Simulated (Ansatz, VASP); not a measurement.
NaF: VASP beside Ansatz

```
Na F
1.0
     0.12077    2.38523    2.38523
     2.38523    0.12077    2.38523
     2.38523    2.38523    0.12077
Na F
1 1
Direct
  0.00000 0.00000 0.00000
  0.50000 0.50000 0.50000
```

Alike in both runs: task single point; functional PBE; k mesh 10 × 10 × 10; occupations gaussian, width 0.05 eV; no spin polarisation.

|  | VASP | Ansatz |
| --- | --- | --- |
| version | VASP 6.6.1 | Ansatz 0.2.0 |
| potentials or method | VASP PAW PBE potentials, release 64 (Na_pv, F), cutoff 520 eV | scalar-relativistic, plane waves, PAW |
| valence electrons in the cell | 14 | 16 |

```csv
,VASP,Ansatz,Ansatz less VASP
gap on the k mesh at the Fermi level (eV),6.14,6.16,+0.016
least direct gap on the mesh (eV),6.14,6.16,+0.016
pressure (GPa),1.5,1.6,+0.13
"traceless stress, the component that is largest in VASP (GPa)",-1.60,-1.60,-0.006
```

The functional is the same, so the differences come from potentials, cutoffs and numerics. VASP's potentials hold 14 valence electrons a cell and Ansatz's 16, so a difference there can come from the potentials and not from the codes.
